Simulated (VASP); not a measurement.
Write the native input for VASP 6.6.1 that does the following.

```yaml
Task: single point
Functional: PBE
Potentials_or_basis: VASP PAW PBE potentials, release 64 (B, Br)
Cutoff: 520 eV
k_mesh: 4 × 4 × 4
Occupations: gaussian, width 0.1 eV
Spin: no spin polarisation
Dipole_correction: no
Further_INCAR_settings: ALGO = Normal; EDIFF = 1e-06; NBANDS = 28
```

The structure of B5Br3 lies in POSCAR:

```
B5Br3
1.0
    5.2830642100      0.0000000000      0.0000000000
    0.0000000000      5.2830642100      0.0000000000
    0.0000000000      0.0000000000      5.2830642100
B Br
5 3
Direct
    0.0000000000      0.5000000000      0.5000000000
    0.5000000000      0.0000000000      0.5000000000
    0.5000000000      0.5000000000      0.0000000000
    0.0000000000      0.0000000000      0.0000000000
    0.5000000000      0.5000000000      0.5000000000
    0.5000000000      0.0000000000      0.0000000000
    0.0000000000      0.5000000000      0.0000000000
    0.0000000000      0.0000000000      0.5000000000
```

The cell was built from a structure type or drawn by symmetry, and may not be a known phase.

The input as run:

INCAR

```
PREC = Accurate
ENCUT = 520
EDIFF = 1E-6
ISMEAR = 0
SIGMA = 0.1
LREAL = False
LASPH = True
NELM = 100
ALGO = Normal
ISIF = 2
LWAVE = False
LCHARG = False
GGA = PE
NBANDS = 28
```

KPOINTS

```
regular mesh
0
Gamma
  4 4 4
```

Potentials or basis: VASP PAW PBE potentials, release 64 (B, Br).

The run is started by

```bash
$ cat potpaw_PBE.64/B/POTCAR potpaw_PBE.64/Br/POTCAR > POTCAR
$ mpirun -np 1 vasp_std > vasp.out
```

Results of the run:

```
Pressure               : -8.0 GPa
Band gap on the k mesh : zero (bands 18 and 19 overlap by 1.40 eV)
```

Caveat: the cell stands under tension.

Wall time 32 s on 1 thread of Intel(R) Xeon(R) Platinum 8488C (Sapphire Rapids), with other jobs on the host, peak memory 0.24 GiB.
